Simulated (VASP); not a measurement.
# AlN in VASP: notebook, part 2 of 2

VASP 6.6.1.

## 4. Single point, PBE (atoms moved at random and the cell strained at random)

INCAR

```
  PREC = Accurate
  ENCUT = 520
  EDIFF = 1E-6
  ISMEAR = 0
  SIGMA = 0.02
  LREAL = F
  LASPH = T
  NELM = 60
  ALGO = Normal
  ISIF = 2
  LWAVE = F
  LCHARG = F
  GGA = PE
  NBANDS = 16
```

KPOINTS

```
regular mesh
0
Gamma
  9 9 6
```

POSCAR

```
AlN
1.0
    3.3260266279      0.0025503291     -0.0007949078
   -1.6608046642      2.8524438049     -0.0004917428
   -0.0010050151     -0.0012981445      4.1899499109
Al N
2 2
Direct
    0.3216442909      0.6609630949      0.7465516937
    0.6643070115      0.3345256422      0.2571783995
    0.3437445110      0.6707142560      0.2498065701
    0.6703089489      0.3338004932      0.7464633368
```

Potentials or basis: VASP PAW PBE potentials, release 64 (Al, N).

The run is started by

```console
$ cat potpaw_PBE.64/Al/POTCAR potpaw_PBE.64/N/POTCAR > POTCAR
$ mpirun -np 1 vasp_std > vasp.out
```

OUTCAR:

```text
PREC = Accurate
   ENCUT = 520
   EDIFF = 1E-6
   ISMEAR = 0
   LREAL = F
   LASPH = T
   NELM = 60
   ISIF = 2
   GGA = PE

 ion  position               nearest neighbor table
   1  0.322  0.661  0.747-   4 1.87   4 1.92   4 1.94   3 2.08   3 2.11   2 2.79   2 2.81   2 2.81
                             2 2.86   2 2.88   2 2.88
   2  0.664  0.335  0.257-   3 1.89   3 1.89   3 1.95   4 2.05   4 2.14   1 2.79   1 2.81   1 2.81
                             1 2.86   1 2.88   1 2.88
   3  0.344  0.671  0.250-   2 1.89   2 1.89   2 1.95   1 2.08   1 2.11
   4  0.670  0.334  0.746-   1 1.87   1 1.92   1 1.94   2 2.05   2 2.14

  LATTYP: Found a triclinic cell.
 ALAT       =     3.3051410483
 B/A-ratio  =     0.9986603335
 C/A-ratio  =     1.2677069364
 COS(alpha) =     0.0002960362
 COS(beta)  =     0.0007777641
 COS(gamma) =     0.4929822514

  Lattice vectors:

 A1 = (  -1.6652219637,  -2.8549941340,   0.0012866506)
 A2 = (   1.6608046642,  -2.8524438049,   0.0004917428)
 A3 = (  -0.0010050151,  -0.0012981445,   4.1899499109)

Analysis of symmetry for initial positions (statically):
=====================================================================
[... 173 lines left out ...]
  free energy    TOTEN  =       -29.28151121 eV

  energy without entropy =      -29.28151121  energy(sigma->0) =      -29.28151121

 E-fermi :   8.0384     XC(G=0): -11.1620

 val. band max:        7.9501804978   @ k =   0.0000   0.0000   0.0000
 cond. band min:      11.2156332735   @ k =   0.0000   0.0000   0.0000
 fundamental gap:      3.2654527757
 Fermi energy:         8.0384382699

 k-point     1 :       0.0000    0.0000    0.0000
  band No.  band energies     occupation
      1      -8.8364      2.00000
      2      -5.2203      2.00000
      3       1.0906      2.00000
      4       4.6579      2.00000
      5       4.7043      2.00000
      6       6.2902      2.00000
[... 433 lines left out ...]
      3       2.1430      2.00000
      4       2.3806      2.00000
      5       3.6589      2.00000
      6       4.1468      2.00000
[... 8 lines left out ...]
     15      19.3699      0.00000
     16      20.7076      0.00000

 [... further k-points ...]
[... 5 lines left out ...]
  --------------------------------------------------------------------------------------
  -------------------------------------------------------------------------------------
  Total       -0.1317739      0.4190447      0.0904193     -0.0534184      0.0466585      0.0478625
  in kB       -5.3087794     16.8820610      3.6427239     -2.1520676      1.8797305      1.9282392
  external PRESSURE =       5.0720018 kB  Pullay stress =       0.0000000 kB

 VOLUME and BASIS-vectors are now :
 -----------------------------------------------------------------------------
  energy-cutoff  :      520.00
  volume of cell :       39.77
      direct lattice vectors                 reciprocal lattice vectors
     3.326026628  0.002550329 -0.000794908     0.300524909  0.174977411  0.000126297
    -1.660804664  2.852443805 -0.000491743    -0.000268669  0.350420171  0.000108504
    -0.001005015 -0.001298144  4.189949911     0.000056983  0.000074322  0.238666374

 POSITION                                       TOTAL-FORCE (eV/Angst)
 -----------------------------------------------------------------------------------
     -0.02868      1.88521      3.12743         0.688095      0.255032      0.295463
      1.65366      0.95558      1.07687         0.484161      0.137970     -0.338300
      0.02913      1.91373      1.04607        -0.641509     -0.284054     -0.082944
      1.67434      0.95289      3.12695        -0.530748     -0.108948      0.125781
 -----------------------------------------------------------------------------------
    total drift:                               -0.000545     -0.000086     -0.000004

  FREE ENERGIE OF THE ION-ELECTRON SYSTEM (eV)
  ---------------------------------------------------
  free  energy   TOTEN  =       -29.2815112091 eV

  energy  without entropy=      -29.2815112091  energy(sigma->0) =      -29.28151121
```

It took 1.9 min on 1 thread of Intel Xeon Platinum 8259CL at 2.50GHz (Skylake/Cascade Lake), shared host; peak memory 0.25 GiB.

Results:

* Free energy: -29.2815 eV
* Pressure: 0.5 GPa
* Largest force: 0.791 eV/Å
* Band gap on the k mesh: 3.27 eV

Forces in eV/Å, atoms in the order of the input:
```
Al   0.688  0.255  0.295
Al   0.484  0.138 -0.338
N   -0.642 -0.284 -0.083
N   -0.531 -0.109  0.126
```

Caveat: the cell differs from its parent crystal (atoms moved at random and the cell strained at random).

## 5. Summary

| level | potentials or basis | cell | gap on the mesh (eV) | pressure (GPa) |
| --- | --- | --- | --- | --- |
| PBE | VASP PAW PBE potentials, release 64 (Al, N) | a = 3.239, b = 3.239, c = 4.220 Å, angles 90.0, 90.0, 120.0°, 4 atoms, atomic positions A | 3.48 | 9.6 |
| LDA | VASP PAW LDA potentials, release 64 (Al, N) | a = 3.424, b = 3.424, c = 4.329 Å, angles 90.0, 90.0, 120.0°, 4 atoms, atomic positions A | 2.54 | -23.9 |
| PBE | VASP PAW PBE potentials, release 64 (Al, N) | a = 3.326, b = 3.301, c = 4.190 Å, angles 90.0, 90.0, 120.2°, 4 atoms, atomic positions B | 3.27 | 0.5 |

Alike in all rows: task single point; no spin polarisation; k mesh 9 × 9 × 6; cutoff (eV) 520; smearing gaussian 0.02 eV.

Caveats: the cell stands under pressure (at least some runs); the cell stands under tension (at least some runs).

Absolute energies hang on the potentials; compare differences alone.
